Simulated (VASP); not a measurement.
# Zr (P6_3/mmc) in VASP: further runs

Runs on Zr. Level: LDA. Tasks: single point.

Program: VASP 6.6.1. These are calculated values, not measurements. Logs are shortened: lines on timing, memory, paths and dates and some standing lists are left out, and cuts for length are marked.

**1. The cell of the first run**

Symmetry: P6_3/mmc, No. 194, hexagonal system. Conventional cell: a = 3.010 Å, b = 3.010 Å, c = 4.998 Å, α = 90.00°, β = 90.00°, γ = 120.00°. Within 4.0 Å of Zr (site symmetry -6m2) lie 12 Zr at 3.01 to 3.04 Å.

**2. Single point, LDA**

Input file INCAR:

```
SYSTEM = Zr
  PREC = Accurate
  ENCUT = 520
  EDIFF = 1E-6
  ISMEAR = -1
  SIGMA = 0.1
  LREAL = .False.
  LASPH = .True.
  NELM = 80
  ALGO = Normal
  ISIF = 2
  LWAVE = .False.
  LCHARG = .False.
  NBANDS = 19
```

Input file KPOINTS:

```
Automatic mesh
0
Gamma
  14 14 8
  0 0 0
```

Input file POSCAR:

```
Zr
1.0
    3.0104004893      0.0000000000      0.0000000000
   -1.5052002446      2.6070832993      0.0000000000
    0.0000000000      0.0000000000      4.9983189780
Zr
2
Direct
    0.3333333333      0.6666666667      0.2500000000
    0.6666666667      0.3333333333      0.7500000000
```

Potentials or basis: VASP PAW LDA potentials, release 64 (Zr_sv).

Launch:

```console
> cat potpaw_LDA.64/Zr_sv/POTCAR > POTCAR
> mpirun -np 1 vasp_std > vasp.out
```

OUTCAR:

```text
SYSTEM = Zr
   PREC = Accurate
   ENCUT = 520
   EDIFF = 1E-6
   ISMEAR = -1
   LREAL = .False.
   LASPH = .True.
   NELM = 80
   ISIF = 2

 ion  position               nearest neighbor table
   1  0.333  0.667  0.250-   2 3.04   2 3.04   2 3.04   2 3.04   2 3.04   2 3.04
   2  0.667  0.333  0.750-   1 3.04   1 3.04   1 3.04   1 3.04   1 3.04   1 3.04

  LATTYP: Found a hexagonal cell.
 ALAT       =     3.0104004893
 C/A-ratio  =     1.6603501746

  Lattice vectors:

 A1 = (   3.0104004893,   0.0000000000,   0.0000000000)
 A2 = (  -1.5052002446,   2.6070832993,   0.0000000000)
 A3 = (   0.0000000000,   0.0000000000,   4.9983189780)

Analysis of symmetry for initial positions (statically):
=====================================================================
 Subroutine PRICEL returns:
 Original cell was already a primitive cell.

 Routine SETGRP: Setting up the symmetry group for a
 hexagonal supercell.

 Subroutine GETGRP returns: Found 24 space group operations
 (whereof 12 operations were pure point group operations)
 out of a pool of 24 trial point group operations.

The static configuration has the point symmetry D_3d.
 The point group associated with its full space group is D_6h.

Analysis of symmetry for dynamics (positions and initial velocities):
=====================================================================
 Subroutine PRICEL returns:
 Original cell was already a primitive cell.

 Routine SETGRP: Setting up the symmetry group for a
 hexagonal supercell.

 Subroutine GETGRP returns: Found 24 space group operations
 (whereof 12 operations were pure point group operations)
 out of a pool of 24 trial point group operations.

The dynamic configuration has the point symmetry D_3d.
 The point group associated with its full space group is D_6h.

 Subroutine INISYM returns: Found 24 space group operations
 (whereof 12 operations are pure point group operations),
 and found     1 'primitive' translations

----------------------------------------------------------------------------------------

                                     Primitive cell

  volume of cell :      39.2286

  direct lattice vectors                    reciprocal lattice vectors
     3.010400489  0.000000000  0.000000000     0.332181716  0.191785203  0.000000000
    -1.505200245  2.607083299  0.000000000     0.000000000  0.383570406  0.000000000
     0.000000000  0.000000000  4.998318978     0.000000000  0.000000000  0.200067263

  length of vectors
     3.010400489  3.010400489  4.998318978     0.383570406  0.383570406  0.200067263

  position of ions in fractional coordinates (direct lattice)
     0.333333333  0.666666667  0.250000000
     0.666666667  0.333333333  0.750000000

  ion indices of the primitive-cell ions
   primitive index   ion index
                 1           1
                 2           2

----------------------------------------------------------------------------------------

 KPOINTS: Automatic mesh

Automatic generation of k-mesh.
 Grid dimensions read from file:
 generate k-points for:   14   14    8

 Generating k-lattice:

  Cartesian coordinates                     Fractional coordinates (reciprocal lattice)
     0.023727265  0.013698943  0.000000000     0.071428571  0.000000000  0.000000000
     0.000000000  0.027397886  0.000000000     0.000000000  0.071428571  0.000000000
     0.000000000  0.000000000  0.025008408     0.000000000  0.000000000  0.125000000

  Length of vectors
     0.027397886  0.027397886  0.025008408

  Shift w.r.t. Gamma in fractional coordinates (k-lattice)
     0.000000000  0.000000000  0.000000000

 Subroutine IBZKPT returns following result:
 ===========================================

 Found    120 irreducible k-points:

 Following reciprocal coordinates:
            Coordinates               Weight
  0.000000  0.000000  0.000000      1.000000
  0.071429  0.000000  0.000000      6.000000
  0.142857  0.000000  0.000000      6.000000
  0.214286 -0.000000  0.000000      6.000000
  0.285714  0.000000  0.000000      6.000000
  0.357143  0.000000  0.000000      6.000000
[... 16 lines left out ...]
  0.285714  0.285714  0.000000      6.000000
  0.357143  0.285714  0.000000      6.000000
 [... further k-points ...]
   k-points           NKPTS =    120   k-points in BZ     NKDIM =    120   number of bands    NBANDS=     19
   number of dos      NEDOS =    301   number of ions     NIONS =      2
   total plane-waves  NPLWV =  23040
   dimension x,y,z NGX =    24 NGY =   24 NGZ =   40
   dimension x,y,z NGXF=    48 NGYF=   48 NGZF=   80
   ions per type =               2
   NGX,Y,Z   is equivalent  to a cutoff of  13.25, 13.25, 13.30 a.u.
   NGXF,Y,Z  is equivalent  to a cutoff of  26.51, 26.51, 26.61 a.u.
 SYSTEM =  Zr
   PREC   = accura    normal or accurate (medium, high low for compatibility)
   ISTART =      0    job   : 0-new  1-cont  2-samecut
   ICHARG =      2    charge: 1-file 2-atom 10-const
   ISPIN  =      1    spin polarized calculation?
   LNONCOLLINEAR =      F non collinear calculations
   LSORBIT =      F    spin-orbit coupling
   LASPH  =      T    aspherical Exc in radial PAW
   ENCUT  =  520.0 eV  38.22 Ry    6.18 a.u.   5.60  5.60  9.29*2*pi/ulx,y,z
   NELM   =     80;   NELMIN=  2; NELMDL= -5     # of ELM steps
   EDIFF  = 0.1E-05   stopping-criterion for ELM
   LREAL  =      F    real-space projection
   EDIFFG = 0.1E-04   stopping-criterion for IOM
   NSW    =      0    number of steps for IOM
   IBRION =     -1    ionic relax: 0-MD 1-quasi-New 2-CG
   NFREE  =      0    steps in history (QN), initial steepest desc. (CG)
   ISIF   =      2    stress and relaxation
   ISYM   =      2    0-nonsym 1-usesym 2-fastsym
   POTIM  = 0.5000    time-step for ionic-motion
   TEBEG  =    0.0;   TEEND  =   0.0 temperature during run
   PSTRESS=    0.0 pullay stress
   NELECT =      24.0000    total number of electrons
   NUPDOWN=      -1.0000    fix difference up-down
   EMIN   =  10.00;   EMAX   =-10.00  energy-range for DOS
   EFERMI =   0.00;   METHOD = LEGACY
   ISMEAR =    -1;   SIGMA  =   0.10  broadening in eV -4-tet -1-fermi 0-gaus
   EFERMI_NEDOS =   21; number of points for ismear=-14 and -15
   IALGO  =     38    algorithm
   IMIX   =      4    mixing-type and parameters
     AMIX     =   0.40;   BMIX     =  1.00
     AMIX_MAG =   1.60;   BMIX_MAG =  1.00
  volume/ion in A,a.u.               =      19.61       132.36
  Fermi-wavevector in a.u.,A,eV,Ry     =   1.389774  2.626292 26.279270  1.931472
  Thomas-Fermi vector in A             =   2.513773
   LORBIT       =      0    0 simple, 1 ext, 2 COOP (PROOUT), +10 PAW based schemes
   GGA     = CA    functional components
   LHFCALC =     F    Hartree Fock is set to
   AEXX    =    0.0000 exact exchange contribution
   IVDW    =     0    specifies the selected vdW correction
   LEPSILON=     F    determine dielectric tensor
   LRPA    =     F    only Hartree local field effects (RPA)
 non-spin polarized calculation
  energy-cutoff  :      520.00
  volume of cell :       39.23
 maximum number of plane-waves:      1099
 NGX is ok and might be reduce to    24
   NGX = 11   NGY = 11   NGZ = 19

 number of electron      24.0000000 magnetization

 Free energy of the ion-electron system (eV)
  ---------------------------------------------------
  ext. energy  EPLUGINS =         0.00000000
  ---------------------------------------------------
  free energy    TOTEN  =       -18.45605590 eV

  energy without entropy =      -18.39238461  energy(sigma->0) =      -18.42422026

 E-fermi :  10.7918     XC(G=0): -12.0954

 val. band max:       10.7897961899   @ k =   0.0714   0.0714   0.0000
 cond. band min:      10.7926297909   @ k =   0.2857   0.2857   0.3750
 fundamental gap:      0.0028336010
 Fermi energy:        10.7918484167

 k-point     1 :       0.0000    0.0000    0.0000
  band No.  band energies     occupation
      1     -37.4543      2.00000
      2     -37.1830      2.00000
      3     -16.4231      2.00000
      4     -14.9405      2.00000
      5     -14.9405      2.00000
      6     -14.8181      2.00000
[... 11 lines left out ...]
     18      13.6133      0.00000
     19      16.1810      0.00000

 k-point     2 :       0.0714    0.0000    0.0000
  band No.  band energies     occupation
      1     -37.4416      2.00000
      2     -37.1761      2.00000
      3     -16.3965      2.00000
      4     -15.0110      2.00000
      5     -14.9616      2.00000
      6     -14.8263      2.00000
[... 11 lines left out ...]
     18      13.4456      0.00000
     19      16.3001      0.00000

 k-point     3 :       0.1429    0.0000    0.0000
  band No.  band energies     occupation
      1     -37.4054      2.00000
      2     -37.1570      2.00000
      3     -16.3191      2.00000
      4     -15.2070      2.00000
      5     -15.0189      2.00000
      6     -15.0178      2.00000
[... 11 lines left out ...]
     18      13.1575      0.00000
     19      16.5533      0.00000

 k-point     4 :       0.2143   -0.0000    0.0000
  band No.  band energies     occupation
      1     -37.3513      2.00000
      2     -37.1305      2.00000
      3     -16.1990      2.00000
      4     -15.4862      2.00000
      5     -15.2878      2.00000
      6     -15.0979      2.00000
[... 11 lines left out ...]
     18      13.9235      0.00000
     19      16.7940      0.00000

 k-point     5 :       0.2857    0.0000    0.0000
  band No.  band energies     occupation
      1     -37.2881      2.00000
      2     -37.1034      2.00000
      3     -16.0490      2.00000
      4     -15.7896      2.00000
      5     -15.5722      2.00000
      6     -15.1817      2.00000
[... 11 lines left out ...]
     18      14.9105      0.00000
     19      16.9606      0.00000
[... 334 lines left out ...]
      2     -37.0703      2.00000
      3     -16.0492      2.00000
      4     -15.8961      2.00000
      5     -15.6968      2.00000
      6     -15.4976      2.00000
[... 11 lines left out ...]
     18      16.4390      0.00000
     19      18.3680      0.00000

 k-point    22 :       0.3571    0.2143    0.0000
  band No.  band energies     occupation
      1     -37.1284      2.00000
      2     -37.0720      2.00000
      3     -16.1266      2.00000
      4     -15.8909      2.00000
      5     -15.6090      2.00000
      6     -15.5801      2.00000
[... 11 lines left out ...]
     18      16.4575      0.00000
     19      18.9912      0.00000

 k-point    23 :       0.2857    0.2857    0.0000
  band No.  band energies     occupation
      1     -37.1231      2.00000
      2     -37.0727      2.00000
      3     -16.0482      2.00000
      4     -15.8762      2.00000
      5     -15.6470      2.00000
      6     -15.5608      2.00000
[... 11 lines left out ...]
     18      16.3702      0.00000
     19      19.0840      0.00000

 k-point    24 :       0.3571    0.2857    0.0000
  band No.  band energies     occupation
      1     -37.1026      2.00000
      2     -37.0804      2.00000
      3     -16.0411      2.00000
      4     -15.8024      2.00000
      5     -15.7610      2.00000
      6     -15.4888      2.00000
[... 11 lines left out ...]
     18      16.0735      0.00000
     19      18.8688      0.00000

 [... further k-points ...]
[... 5 lines left out ...]
  --------------------------------------------------------------------------------------
  -------------------------------------------------------------------------------------
  Total        3.0831368      3.0831368      3.1045668      0.0000000     -0.0000000      0.0000000
  in kB      125.9215980    125.9215980    126.7968446      0.0000000     -0.0000000      0.0000000
  external PRESSURE =     126.2133469 kB  Pullay stress =       0.0000000 kB

 VOLUME and BASIS-vectors are now :
 -----------------------------------------------------------------------------
  energy-cutoff  :      520.00
  volume of cell :       39.23
      direct lattice vectors                 reciprocal lattice vectors
     3.010400489  0.000000000  0.000000000     0.332181716  0.191785203  0.000000000
    -1.505200245  2.607083299  0.000000000     0.000000000  0.383570406  0.000000000
     0.000000000  0.000000000  4.998318978     0.000000000  0.000000000  0.200067263

 POSITION                                       TOTAL-FORCE (eV/Angst)
 -----------------------------------------------------------------------------------
     -0.00000      1.73806      1.24958         0.000000      0.000000      0.000000
      1.50520      0.86903      3.74874        -0.000000     -0.000000      0.000000
 -----------------------------------------------------------------------------------
    total drift:                                0.000000     -0.000000      0.000000

  FREE ENERGIE OF THE ION-ELECTRON SYSTEM (eV)
  ---------------------------------------------------
  free  energy   TOTEN  =       -18.4560558991 eV

  energy  without entropy=      -18.3923846138  energy(sigma->0) =      -18.42422026
```

It took 26 s on 1 thread of Intel Xeon 6975P-C (Granite Rapids), shared host; peak memory 0.19 GiB.

What came out:

```yaml
Free_energy: -18.4561 eV
Pressure: 12.6 GPa
Band_gap_on_the_k_mesh: zero (band 12 reaches 11.93 eV, above the bottom of band 13 at 10.55 eV)
```

Levels at points of the mesh, in eV from the Fermi level:
| k point | band 10 | band 11 | band 12 | band 13 | band 14 | band 15 |
| --- | --- | --- | --- | --- | --- | --- |
| (0.00, 0.00, 0.00) | -3.45 | 0.66 | 0.96 | 0.96 | 1.72 | 1.72 |
| (0.50, 0.00, 0.00) | -2.72 | -2.72 | 0.52 | 0.76 | 0.78 | 1.61 |
| (0.00, 0.00, 0.50) | -3.98 | -0.11 | -0.11 | 0.93 | 0.93 | 0.93 |
| (0.50, 0.00, 0.50) | -3.39 | -1.54 | -1.54 | 2.54 | 2.54 | 2.75 |

[end of part 1 of 2]
